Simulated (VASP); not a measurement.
# TaSi2 (P6_222) in VASP: a series of runs, part 2 of 2

VASP 6.6.1. Earlier steps stand in the parts before.

### 4 Relaxation of shape and atoms at fixed volume, PBEsol (13.44 Å³/atom)

This run uses another cell than the first one, of 13.44 Å³/atom.

Contents of INCAR:

```
SYSTEM = TaSi2
PREC = Accurate ; ENCUT = 600
EDIFF = 1E-6 ; ISMEAR = 0
SIGMA = 0.1 ; LREAL = .FALSE.
LASPH = .TRUE. ; NELM = 60
ALGO = Normal ; ISIF = 4
LWAVE = .FALSE. ; LCHARG = .FALSE.
GGA = PS ; IBRION = 2
NSW = 50 ; EDIFFG = -0.01
```

Contents of KPOINTS:

```
Automatic mesh
0
G
  12 12 6
  0 0 0
```

Contents of POSCAR:

```
TaSi2
1.0
    4.6586348147      0.0000000000      0.0000000000
   -2.3293174073      4.0344960964      0.0000000000
    0.0000000000      0.0000000000      6.4358497825
Ta Si
3 6
Direct
    0.5000000000      0.0000000000      0.5000000000
    0.5000000000      0.5000000000      0.8333333333
    0.0000000000      0.5000000000      0.1666666667
    0.1593567900      0.3187135799      0.5000000000
    0.8406432100      0.1593567900      0.8333333333
    0.6812864201      0.8406432100      0.1666666667
    0.8406432100      0.6812864201      0.5000000000
    0.1593567900      0.8406432100      0.8333333333
    0.3187135799      0.1593567900      0.1666666667
```

Potentials or basis: VASP PAW PBE potentials, release 64 (Ta_pv, Si).

Run with:

```console
$ cat potpaw_PBE.64/Ta_pv/POTCAR potpaw_PBE.64/Si/POTCAR > POTCAR
$ mpirun -np 1 vasp_std > vasp.out
```

OUTCAR:

```text
SYSTEM = TaSi2
   PREC = Accurate
   ENCUT = 600
   EDIFF = 1E-6
   ISMEAR = 0
   LREAL = .FALSE.
   LASPH = .TRUE.
   NELM = 60
   ISIF = 4
   GGA = PS
   IBRION = 2
   NSW = 50
   EDIFFG = -0.01

 ion  position               nearest neighbor table
   1  0.500  0.000  0.500-   5 2.55   8 2.55   6 2.55   9 2.55   4 2.66   7 2.66   4 2.66   7 2.66
                             4 2.75   7 2.75   2 3.17   2 3.17   3 3.17   3 3.17
   2  0.500  0.500  0.833-   4 2.55   7 2.55   6 2.55   9 2.55   5 2.66   8 2.66   8 2.66   5 2.66
                             8 2.75   5 2.75   1 3.17   1 3.17   3 3.17   3 3.17
   3  0.000  0.500  0.167-   4 2.55   7 2.55   5 2.55   8 2.55   6 2.66   9 2.66   9 2.66   6 2.66
                             6 2.75   9 2.75   1 3.17   1 3.17   2 3.17   2 3.17
   4  0.159  0.319  0.500-   9 2.50   5 2.50   2 2.55   3 2.55   7 2.57   1 2.66   1 2.66   1 2.75
                             7 2.75   7 2.75   8 3.09   6 3.09
   5  0.841  0.159  0.833-   4 2.50   6 2.50   1 2.55   3 2.55   8 2.57   2 2.66   2 2.66   2 2.75
                             8 2.75   8 2.75   7 3.09   9 3.09
   6  0.681  0.841  0.167-   7 2.50   5 2.50   1 2.55   2 2.55   9 2.57   3 2.66   3 2.66   3 2.75
                             9 2.75   9 2.75   4 3.09   8 3.09
   7  0.841  0.681  0.500-   6 2.50   8 2.50   2 2.55   3 2.55   4 2.57   1 2.66   1 2.66   1 2.75
                             4 2.75   4 2.75   5 3.09   9 3.09
   8  0.159  0.841  0.833-   7 2.50   9 2.50   1 2.55   3 2.55   5 2.57   2 2.66   2 2.66   2 2.75
                             5 2.75   5 2.75   4 3.09   6 3.09
   9  0.319  0.159  0.167-   4 2.50   8 2.50   1 2.55   2 2.55   6 2.57   3 2.66   3 2.66   3 2.75
                             6 2.75   6 2.75   7 3.09   5 3.09

  LATTYP: Found a hexagonal cell.
 ALAT       =     4.6586348147
 C/A-ratio  =     1.3814883627

  Lattice vectors:

 A1 = (   4.6586348147,   0.0000000000,   0.0000000000)
 A2 = (  -2.3293174073,   4.0344960964,   0.0000000000)
 A3 = (   0.0000000000,   0.0000000000,   6.4358497825)

Analysis of symmetry for initial positions (statically):
=====================================================================
 Subroutine PRICEL returns:
 Original cell was already a primitive cell.

 Routine SETGRP: Setting up the symmetry group for a
 hexagonal supercell.

 Subroutine GETGRP returns: Found 12 space group operations
 (whereof  4 operations were pure point group operations)
 out of a pool of 24 trial point group operations.

The static configuration has the point symmetry D_2 .
 The point group associated with its full space group is D_6 .

Analysis of symmetry for dynamics (positions and initial velocities):
=====================================================================
 Subroutine PRICEL returns:
 Original cell was already a primitive cell.

 Routine SETGRP: Setting up the symmetry group for a
 hexagonal supercell.

 Subroutine GETGRP returns: Found 12 space group operations
 (whereof  4 operations were pure point group operations)
 out of a pool of 24 trial point group operations.

The dynamic configuration has the point symmetry D_2 .
 The point group associated with its full space group is D_6 .

 Subroutine INISYM returns: Found 12 space group operations
 (whereof  4 operations are pure point group operations),
 and found     1 'primitive' translations

----------------------------------------------------------------------------------------

                                     Primitive cell

  volume of cell :     120.9634

  direct lattice vectors                    reciprocal lattice vectors
     4.658634815  0.000000000  0.000000000     0.214655160  0.123931214  0.000000000
[... 90 lines left out ...]
 SYSTEM =  TaSi2
   PREC   = accura    normal or accurate (medium, high low for compatibility)
   ISTART =      0    job   : 0-new  1-cont  2-samecut
   ICHARG =      2    charge: 1-file 2-atom 10-const
   ISPIN  =      1    spin polarized calculation?
   LNONCOLLINEAR =      F non collinear calculations
   LSORBIT =      F    spin-orbit coupling
   LASPH  =      T    aspherical Exc in radial PAW
   ENCUT  =  600.0 eV  44.10 Ry    6.64 a.u.   9.30  9.30 12.85*2*pi/ulx,y,z
   NELM   =     60;   NELMIN=  2; NELMDL= -5     # of ELM steps
   EDIFF  = 0.1E-05   stopping-criterion for ELM
   LREAL  =      F    real-space projection
   EDIFFG = -.1E-01   stopping-criterion for IOM
   NSW    =     50    number of steps for IOM
   IBRION =      2    ionic relax: 0-MD 1-quasi-New 2-CG
   NFREE  =      1    steps in history (QN), initial steepest desc. (CG)
   ISIF   =      4    stress and relaxation
   ISYM   =      2    0-nonsym 1-usesym 2-fastsym
   POTIM  = 0.5000    time-step for ionic-motion
   TEBEG  =    0.0;   TEEND  =   0.0 temperature during run
   PSTRESS=    0.0 pullay stress
   NELECT =      57.0000    total number of electrons
   NUPDOWN=      -1.0000    fix difference up-down
   EMIN   =  10.00;   EMAX   =-10.00  energy-range for DOS
   EFERMI =   0.00;   METHOD = LEGACY
   ISMEAR =     0;   SIGMA  =   0.10  broadening in eV -4-tet -1-fermi 0-gaus
   EFERMI_NEDOS =   21; number of points for ismear=-14 and -15
   IALGO  =     38    algorithm
   IMIX   =      4    mixing-type and parameters
     AMIX     =   0.40;   BMIX     =  1.00
     AMIX_MAG =   1.60;   BMIX_MAG =  1.00
  volume/ion in A,a.u.               =      13.44        90.70
  Fermi-wavevector in a.u.,A,eV,Ry     =   1.273939  2.407395 22.081161  1.622920
  Thomas-Fermi vector in A             =   2.406734
   LORBIT       =      0    0 simple, 1 ext, 2 COOP (PROOUT), +10 PAW based schemes
   GGA     = PS    functional components
   LHFCALC =     F    Hartree Fock is set to
   AEXX    =    0.0000 exact exchange contribution
   IVDW    =     0    specifies the selected vdW correction
   LEPSILON=     F    determine dielectric tensor
   LRPA    =     F    only Hartree local field effects (RPA)
 conjugate gradient relaxation of ions
 non-spin polarized calculation
 Gauss-broadening in eV      SIGMA  =   0.10
  energy-cutoff  :      600.00
  volume of cell :      120.96
 maximum number of plane-waves:      4069
 NGX is ok and might be reduce to    40
   NGX = 19   NGY = 19   NGZ = 25

--------------------------------------- Ionic step        1  -------------------------------------------

 number of electron      57.0000000 magnetization

 Free energy of the ion-electron system (eV)
  ---------------------------------------------------
  ext. energy  EPLUGINS =         0.00000000
  ---------------------------------------------------
  free energy    TOTEN  =       -77.01879364 eV

  energy without entropy =      -77.00145671  energy(sigma->0) =      -77.01012518

------------------------ aborting loop because EDIFF is reached ----------------------------------------

  FORCE on cell =-STRESS in cart. coord.  units (eV):
  Direction    XX          YY          ZZ          XY          YZ          ZX
  --------------------------------------------------------------------------------------
  -------------------------------------------------------------------------------------
  Total       10.5164168     10.5164168     11.5167797      0.0000000      0.0000000      0.0000000
  in kB      139.2914646    139.2914646    152.5414162      0.0000000      0.0000000      0.0000000
  external PRESSURE =     143.7081151 kB  Pullay stress =       0.0000000 kB
[... 159 lines left out ...]
--------------------------------------- Ionic step        5  -------------------------------------------

 number of electron      57.0000000 magnetization

 Free energy of the ion-electron system (eV)
  ---------------------------------------------------
  ext. energy  EPLUGINS =         0.00000000
  ---------------------------------------------------
  free energy    TOTEN  =       -77.01988427 eV

  energy without entropy =      -77.00205421  energy(sigma->0) =      -77.01096924

 E-fermi :  10.1161     XC(G=0): -12.4899

 val. band max:       10.1020207310   @ k =   0.3333   0.0833   0.3333
 cond. band min:      10.1181195213   @ k =   0.5000   0.0000   0.0000
 fundamental gap:      0.0160987903
 Fermi energy:        10.1160897485

 k-point     1 :       0.0000    0.0000    0.0000
  band No.  band energies     occupation
      1     -24.0353      2.00000
      2     -24.0353      2.00000
      3     -24.0191      2.00000
      4     -23.9416      2.00000
      5     -23.9416      2.00000
      6     -23.8186      2.00000
[... 877 lines left out ...]
     33      12.7038      0.00000
     34      13.0677      0.00000

 [... further k-points ...]

------------------------ aborting loop because EDIFF is reached ----------------------------------------

  FORCE on cell =-STRESS in cart. coord.  units (eV):
  Direction    XX          YY          ZZ          XY          YZ          ZX
  --------------------------------------------------------------------------------------
  -------------------------------------------------------------------------------------
  Total       10.7886448     10.7886448     10.7745021      0.0000000      0.0000000      0.0000000
  in kB      142.8971644    142.8971644    142.7098418      0.0000000      0.0000000      0.0000000
  external PRESSURE =     142.8347236 kB  Pullay stress =       0.0000000 kB
[... 24 lines left out ...]
  FREE ENERGIE OF THE ION-ELECTRON SYSTEM (eV)
  ---------------------------------------------------
  free  energy   TOTEN  =       -77.0198842695 eV

  energy  without entropy=      -77.0020542127  energy(sigma->0) =      -77.01096924

 reached required accuracy - stopping structural energy minimisation
```

It took 7.1 min on 1 thread of Intel Xeon 6975P-C (Granite Rapids), shared host; peak memory 0.49 GiB.

Results:

| Property | Result |
| --- | --- |
| Free energy | -77.0199 eV |
| Energy gained by relaxing | 0.1 meV/atom |
| Ionic steps | 5 |
| Pressure after relaxing | 14.3 GPa |
| Largest force after relaxing | 0.004 eV/Å |
| Band gap on the k mesh | zero (an odd number of electrons rules out a gap without spin polarisation) |

Forces in eV/Å, atoms in the order of the input:
```
Ta   0.000  0.000  0.000
Ta   0.000  0.000  0.000
Ta   0.000  0.000  0.000
Si   0.000  0.004  0.000
Si  -0.004  0.002  0.000
Si  -0.004 -0.002  0.000
Si   0.000 -0.004  0.000
Si   0.004 -0.002  0.000
Si   0.004  0.002  0.000
```

Step by step:
| step | energy change (eV) | largest force (eV/Å) | pressure (GPa) | volume (Å³) |
| --- | --- | --- | --- | --- |
| 1 | 0.0000 | 0.0017 | 14.37 | 120.96 |
| 2 | -0.0005 | 0.0241 | 14.24 | 120.96 |
| 3 | -0.0011 | 0.0146 | 14.29 | 120.96 |
| 4 | -0.0011 | 0.0152 | 14.29 | 120.96 |
| 5 | -0.0011 | 0.0041 | 14.28 | 120.96 |

Final structure:
```
Ta Si
1.0
     4.65349    0.00000    0.00000
    -2.32674    4.03004    0.00000
     0.00000    0.00000    6.45009
Ta Si
3 6
Direct
  0.50000 0.00000 0.50000
  0.50000 0.50000 0.83333
  0.00000 0.50000 0.16667
  0.15945 0.31889 0.50000
  0.84055 0.15945 0.83333
  0.68111 0.84055 0.16667
  0.84055 0.68111 0.50000
  0.15945 0.84055 0.83333
  0.31889 0.15945 0.16667
```

Caveat: the PAW data sets were made with another functional, which shifts forces and pressure a little; spin-orbit coupling is left out, which moves the levels of the heavy elements.

### 5 Overview

```tsv
task	cell	k mesh	cutoff (eV)	smearing	gap on the mesh (eV)	pressure (GPa)
single point	a = 4.761, b = 4.761, c = 6.556 Å, angles 90.0, 90.0, 120.0°, 9 atoms, atomic positions A	12 × 12 × 6	520	gaussian 0.15 eV	none	0.3
single point	a = 4.761, b = 4.761, c = 13.112 Å, angles 90.0, 90.0, 60.0°, 18 atoms, atomic positions B	9 × 9 × 3	520	gaussian 0.15 eV	none	0.4
relaxation of shape and atoms at fixed volume	relaxed from a = 4.659, b = 4.659, c = 6.436 Å, angles 90.0, 90.0, 120.0°, 9 atoms, atomic positions A	12 × 12 × 6	600	gaussian 0.1 eV	none	14.3
```

Alike in all rows: level PBEsol; potentials or basis VASP PAW PBE potentials, release 64 (Ta_pv, Si); no spin polarisation.

Caveats: the PAW data sets were made with another functional, which shifts forces and pressure a little; spin-orbit coupling is left out, which moves the levels of the heavy elements.

Total energies depend on the potentials used, so only differences within one code and one set of settings carry meaning.
